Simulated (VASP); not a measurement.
# Cs2HfSe6 (Fm-3m) in VASP: single point with PBE

Aim: the single point of Cs2HfSe6 with PBE.

Program: VASP 6.6.1. These are calculated values, not measurements. Logs are shortened: lines on timing, memory, paths and dates and some standing lists are left out, and cuts for length are marked.

## 1. The cell of the first run

The structure is cubic, space group Fm-3m (No. 225). The conventional cell has a = 9.803 Å, b = 9.803 Å, c = 9.803 Å, α = 90.00°, β = 90.00°, γ = 90.00°. Within 3.5 Å of Se (site symmetry 4mm) lie 1 Hf at 2.62 Å and 4 Se at 3.22 Å and 4 Cs at 3.47 Å. Within 3.5 Å of Hf (site symmetry m-3m) lie 6 Se at 2.62 Å. Within 4.6 Å of Cs (site symmetry -43m) lie 12 Se at 3.47 Å and 4 Hf at 4.24 Å.

## 2. Single point, PBE

Input file INCAR:

```
SYSTEM = Cs2HfSe6
PREC     = Accurate       ! precision mode
ENCUT    = 520            ! plane-wave cutoff, eV
EDIFF    = 1E-6           ! SCF threshold, eV
ISMEAR   = -1             ! smearing method
SIGMA    = 0.0179         ! smearing width, eV
LREAL    = .False.        ! projectors in reciprocal space
LASPH    = .True.         ! aspherical terms in the spheres
NELM     = 80             ! most SCF steps
ALGO     = Normal         ! electronic algorithm
ISIF     = 2              ! what is computed and relaxed
LWAVE    = .False.        ! write WAVECAR
LCHARG   = .False.        ! write CHGCAR
GGA      = PE             ! functional
NBANDS   = 42             ! bands
```

Input file KPOINTS:

```
Automatic mesh
0
Gamma
  6 6 6
  0 0 0
```

Input file POSCAR:

```
Cs2HfSe6
1.0
    0.0000000000      4.9014808032      4.9014808032
    4.9014808032      0.0000000000      4.9014808032
    4.9014808032      4.9014808032      0.0000000000
Se Hf Cs
6 1 2
Direct
    0.7326070716      0.2673929284      0.2673929284
    0.2673929284      0.7326070716      0.2673929284
    0.2673929284      0.7326070716      0.7326070716
    0.7326070716      0.2673929284      0.7326070716
    0.2673929284      0.2673929284      0.7326070716
    0.7326070716      0.7326070716      0.2673929284
    0.0000000000      0.0000000000      0.0000000000
    0.2500000000      0.2500000000      0.2500000000
    0.7500000000      0.7500000000      0.7500000000
```

Potentials or basis: VASP PAW PBE potentials, release 64 (Se, Hf_pv, Cs_sv).

Started as:

```sh
$ cat potpaw_PBE.64/Se/POTCAR potpaw_PBE.64/Hf_pv/POTCAR potpaw_PBE.64/Cs_sv/POTCAR > POTCAR
$ mpirun -np 1 vasp_std > vasp.out
```

OUTCAR:

```text
SYSTEM = Cs2HfSe6
   PREC = Accurate
   ENCUT = 520
   EDIFF = 1E-6
   ISMEAR = -1
   LREAL = .False.
   LASPH = .True.
   NELM = 80
   ISIF = 2
   GGA = PE

 ion  position               nearest neighbor table
   1  0.733  0.267  0.267-   7 2.62
   2  0.267  0.733  0.267-   7 2.62
   3  0.267  0.733  0.733-   7 2.62
   4  0.733  0.267  0.733-   7 2.62
   5  0.267  0.267  0.733-   7 2.62
   6  0.733  0.733  0.267-   7 2.62
   7  0.000  0.000  0.000-   1 2.62   2 2.62   3 2.62   4 2.62   5 2.62   6 2.62
   8  0.250  0.250  0.250-
   9  0.750  0.750  0.750-

  LATTYP: Found a face centered cubic cell.
 ALAT       =     9.8029616064

  Lattice vectors:

 A1 = (   0.0000000000,   4.9014808032,   4.9014808032)
 A2 = (   4.9014808032,   0.0000000000,   4.9014808032)
 A3 = (   4.9014808032,   4.9014808032,   0.0000000000)

Analysis of symmetry for initial positions (statically):
=====================================================================
 Subroutine PRICEL returns:
 Original cell was already a primitive cell.

 Routine SETGRP: Setting up the symmetry group for a
 face centered cubic supercell.

 Subroutine GETGRP returns: Found 48 space group operations
 (whereof 48 operations were pure point group operations)
 out of a pool of 48 trial point group operations.

The static configuration has the point symmetry O_h .

Analysis of symmetry for dynamics (positions and initial velocities):
=====================================================================
 Subroutine PRICEL returns:
 Original cell was already a primitive cell.

 Routine SETGRP: Setting up the symmetry group for a
 face centered cubic supercell.

 Subroutine GETGRP returns: Found 48 space group operations
 (whereof 48 operations were pure point group operations)
 out of a pool of 48 trial point group operations.

The dynamic configuration has the point symmetry O_h .

 Subroutine INISYM returns: Found 48 space group operations
 (whereof 48 operations are pure point group operations),
 and found     1 'primitive' translations

----------------------------------------------------------------------------------------

                                     Primitive cell

  volume of cell :     235.5114

  direct lattice vectors                    reciprocal lattice vectors
     0.000000000  4.901480803  4.901480803    -0.102009988  0.102009988  0.102009988
     4.901480803  0.000000000  4.901480803     0.102009988 -0.102009988  0.102009988
     4.901480803  4.901480803  0.000000000     0.102009988  0.102009988 -0.102009988

  length of vectors
     6.931740628  6.931740628  6.931740628     0.176686483  0.176686483  0.176686483

  position of ions in fractional coordinates (direct lattice)
     0.732607072  0.267392928  0.267392928
     0.267392928  0.732607072  0.267392928
     0.267392928  0.732607072  0.732607072
     0.732607072  0.267392928  0.732607072
     0.267392928  0.267392928  0.732607072
     0.732607072  0.732607072  0.267392928
     0.000000000  0.000000000  0.000000000
     0.250000000  0.250000000  0.250000000
     0.750000000  0.750000000  0.750000000

  ion indices of the primitive-cell ions
   primitive index   ion index
                 1           1
                 2           2
                 3           3
                 4           4
                 5           5
                 6           6
                 7           7
                 8           8
                 9           9

----------------------------------------------------------------------------------------

 KPOINTS: Automatic mesh

Automatic generation of k-mesh.
 Grid dimensions read from file:
 generate k-points for:    6    6    6

 Generating k-lattice:

  Cartesian coordinates                     Fractional coordinates (reciprocal lattice)
    -0.017001665  0.017001665  0.017001665     0.166666667  0.000000000  0.000000000
     0.017001665 -0.017001665  0.017001665     0.000000000  0.166666667  0.000000000
     0.017001665  0.017001665 -0.017001665     0.000000000  0.000000000  0.166666667

  Length of vectors
     0.029447747  0.029447747  0.029447747

  Shift w.r.t. Gamma in fractional coordinates (k-lattice)
     0.000000000  0.000000000  0.000000000

 Subroutine IBZKPT returns following result:
 ===========================================

 Found     16 irreducible k-points:

 Following reciprocal coordinates:
            Coordinates               Weight
  0.000000  0.000000  0.000000      1.000000
  0.166667  0.000000  0.000000      8.000000
  0.333333  0.000000  0.000000      8.000000
  0.500000  0.000000  0.000000      4.000000
  0.166667  0.166667  0.000000      6.000000
  0.333333  0.166667  0.000000     24.000000
[... 8 lines left out ...]
 -0.333333  0.333333  0.166667     24.000000
 -0.333333  0.500000  0.166667     12.000000
   k-points           NKPTS =     16   k-points in BZ     NKDIM =     16   number of bands    NBANDS=     42
   number of dos      NEDOS =    301   number of ions     NIONS =      9
   total plane-waves  NPLWV = 157464
   dimension x,y,z NGX =    54 NGY =   54 NGZ =   54
   dimension x,y,z NGXF=   108 NGYF=  108 NGZF=  108
   ions per type =               6   1   2
   NGX,Y,Z   is equivalent  to a cutoff of  12.95, 12.95, 12.95 a.u.
   NGXF,Y,Z  is equivalent  to a cutoff of  25.90, 25.90, 25.90 a.u.
 SYSTEM =  Cs2HfSe6
   PREC   = accura    normal or accurate (medium, high low for compatibility)
   ISTART =      0    job   : 0-new  1-cont  2-samecut
   ICHARG =      2    charge: 1-file 2-atom 10-const
   ISPIN  =      1    spin polarized calculation?
   LNONCOLLINEAR =      F non collinear calculations
   LSORBIT =      F    spin-orbit coupling
   LASPH  =      T    aspherical Exc in radial PAW
   ENCUT  =  520.0 eV  38.22 Ry    6.18 a.u.  12.89 12.89 12.89*2*pi/ulx,y,z
   NELM   =     80;   NELMIN=  2; NELMDL= -5     # of ELM steps
   EDIFF  = 0.1E-05   stopping-criterion for ELM
   LREAL  =      F    real-space projection
   EDIFFG = 0.1E-04   stopping-criterion for IOM
   NSW    =      0    number of steps for IOM
   IBRION =     -1    ionic relax: 0-MD 1-quasi-New 2-CG
   NFREE  =      0    steps in history (QN), initial steepest desc. (CG)
   ISIF   =      2    stress and relaxation
   ISYM   =      2    0-nonsym 1-usesym 2-fastsym
   POTIM  = 0.5000    time-step for ionic-motion
   TEBEG  =    0.0;   TEEND  =   0.0 temperature during run
   PSTRESS=    0.0 pullay stress
   NELECT =      64.0000    total number of electrons
   NUPDOWN=      -1.0000    fix difference up-down
   EMIN   =  10.00;   EMAX   =-10.00  energy-range for DOS
   EFERMI =   0.00;   METHOD = LEGACY
   ISMEAR =    -1;   SIGMA  =   0.02  broadening in eV -4-tet -1-fermi 0-gaus
   EFERMI_NEDOS =   21; number of points for ismear=-14 and -15
   IALGO  =     38    algorithm
   IMIX   =      4    mixing-type and parameters
     AMIX     =   0.40;   BMIX     =  1.00
     AMIX_MAG =   1.60;   BMIX_MAG =  1.00
  volume/ion in A,a.u.               =      26.17       176.59
  Fermi-wavevector in a.u.,A,eV,Ry     =   1.060386  2.003840 15.298656  1.124419
  Thomas-Fermi vector in A             =   2.195766
   LORBIT       =      0    0 simple, 1 ext, 2 COOP (PROOUT), +10 PAW based schemes
   GGA     = PE    functional components
   LHFCALC =     F    Hartree Fock is set to
   AEXX    =    0.0000 exact exchange contribution
   IVDW    =     0    specifies the selected vdW correction
   LEPSILON=     F    determine dielectric tensor
   LRPA    =     F    only Hartree local field effects (RPA)
 non-spin polarized calculation
  energy-cutoff  :      520.00
  volume of cell :      235.51
 maximum number of plane-waves:      6375
 NGX is ok and might be reduce to    54
   NGX = 25   NGY = 25   NGZ = 25

 number of electron      64.0000006 magnetization

 Free energy of the ion-electron system (eV)
  ---------------------------------------------------
  ext. energy  EPLUGINS =         0.00000000
  ---------------------------------------------------
  free energy    TOTEN  =       -36.74014446 eV

  energy without entropy =      -36.73074047  energy(sigma->0) =      -36.73544246

 E-fermi :   3.0449     XC(G=0):  -9.7377

 val. band max:        2.9854926763   @ k =  -0.3333   0.1667   0.0000
 cond. band min:       3.0450154918   @ k =   0.3333   0.1667   0.0000
 fundamental gap:      0.0595228155
 Fermi energy:         3.0449221185

 k-point     1 :       0.0000    0.0000    0.0000
  band No.  band energies     occupation
      1     -27.3512      2.00000
      2     -27.3512      2.00000
      3     -27.3512      2.00000
      4     -17.1986      2.00000
      5     -17.1315      2.00000
      6     -10.1980      2.00000
[... 34 lines left out ...]
     41       7.5250      0.00000
     42       8.7269      0.00000

 k-point     2 :       0.1667    0.0000    0.0000
  band No.  band energies     occupation
      1     -27.3512      2.00000
      2     -27.3512      2.00000
      3     -27.3512      2.00000
      4     -17.1928      2.00000
      5     -17.1349      2.00000
      6     -10.1567      2.00000
[... 34 lines left out ...]
     41       7.8877      0.00000
     42       8.7424      0.00000

 k-point     3 :       0.3333    0.0000    0.0000
  band No.  band energies     occupation
      1     -27.3513      2.00000
      2     -27.3512      2.00000
      3     -27.3512      2.00000
      4     -17.1782      2.00000
      5     -17.1449      2.00000
      6     -10.0274      2.00000
[... 537 lines left out ...]
      4     -17.1591      2.00000
      5     -17.1590      2.00000
      6      -9.9122      2.00000
[... 34 lines left out ...]
     41       9.1912      0.00000
     42       9.4777      0.00000

 k-point    16 :      -0.3333    0.5000    0.1667
  band No.  band energies     occupation
      1     -27.3513      2.00000
      2     -27.3513      2.00000
      3     -27.3513      2.00000
      4     -17.1640      2.00000
      5     -17.1534      2.00000
      6      -9.9595      2.00000
[... 34 lines left out ...]
     41       9.4419      0.00000
     42       9.5674      0.00000

------------------------ aborting loop because EDIFF is reached ----------------------------------------

  FORCE on cell =-STRESS in cart. coord.  units (eV):
  Direction    XX          YY          ZZ          XY          YZ          ZX
  --------------------------------------------------------------------------------------
  -------------------------------------------------------------------------------------
  Total        7.4088469      7.4088469      7.4088469      0.0000000     -0.0000000      0.0000000
  in kB       50.4021766     50.4021766     50.4021766      0.0000000     -0.0000000      0.0000000
  external PRESSURE =      50.4021766 kB  Pullay stress =       0.0000000 kB

 VOLUME and BASIS-vectors are now :
 -----------------------------------------------------------------------------
  energy-cutoff  :      520.00
  volume of cell :      235.51
      direct lattice vectors                 reciprocal lattice vectors
     0.000000000  4.901480803  4.901480803    -0.102009988  0.102009988  0.102009988
     4.901480803  0.000000000  4.901480803     0.102009988 -0.102009988  0.102009988
     4.901480803  4.901480803  0.000000000     0.102009988  0.102009988 -0.102009988

 POSITION                                       TOTAL-FORCE (eV/Angst)
 -----------------------------------------------------------------------------------
      2.62124      4.90148      4.90148        -0.015059      0.000000     -0.000000
      4.90148      2.62124      4.90148        -0.000000     -0.015059     -0.000000
      7.18172      4.90148      4.90148         0.015059      0.000000     -0.000000
      4.90148      7.18172      4.90148        -0.000000      0.015059     -0.000000
      4.90148      4.90148      2.62124        -0.000000      0.000000     -0.015059
      4.90148      4.90148      7.18172        -0.000000      0.000000      0.015059
      0.00000      0.00000      0.00000        -0.000000      0.000000     -0.000000
      2.45074      2.45074      2.45074         0.000000     -0.000000      0.000000
      7.35222      7.35222      7.35222         0.000000     -0.000000      0.000000
 -----------------------------------------------------------------------------------
    total drift:                                0.000000     -0.000000     -0.000000

  FREE ENERGIE OF THE ION-ELECTRON SYSTEM (eV)
  ---------------------------------------------------
  free  energy   TOTEN  =       -36.7401444611 eV

  energy  without entropy=      -36.7307404684  energy(sigma->0) =      -36.73544246
```

Run time: 2.5 min. Hardware: 1 thread of Intel Xeon Platinum 8488C (Sapphire Rapids), shared host; peak memory 0.48 GiB.

Results:

```yaml
Free_energy: -36.7401 eV
Pressure: 5.0 GPa
Largest_force: 0.015 eV/Å
Band_gap_on_the_k_mesh: zero (band 32 reaches 3.91 eV, above the bottom of band 33 at 2.58 eV)
```

Forces on the atoms (eV/Å):
```
Se  -0.015  0.000  0.000
Se   0.000 -0.015  0.000
Se   0.015  0.000  0.000
Se   0.000  0.015  0.000
Se   0.000  0.000 -0.015
Se   0.000  0.000  0.015
Hf   0.000  0.000  0.000
Cs   0.000  0.000  0.000
Cs   0.000  0.000  0.000
```

Levels at points of the mesh, in eV from the Fermi level:
| k point | band 29 | band 30 | band 31 | band 32 | band 33 | band 34 | band 35 | band 36 |
| --- | --- | --- | --- | --- | --- | --- | --- | --- |
| (0.00, 0.00, 0.00) | -0.77 | 0.87 | 0.87 | 0.87 | 0.88 | 0.88 | 0.88 | 2.19 |
| (0.50, 0.00, 0.00) | -1.08 | -0.24 | -0.11 | -0.11 | 0.13 | 0.66 | 0.66 | 2.92 |
| (0.50, 0.50, 0.00) | -1.43 | -1.42 | -0.93 | -0.93 | 0.14 | 0.14 | 0.77 | 2.36 |

Caveat: spin-orbit coupling is left out, which moves the levels of the heavy elements.
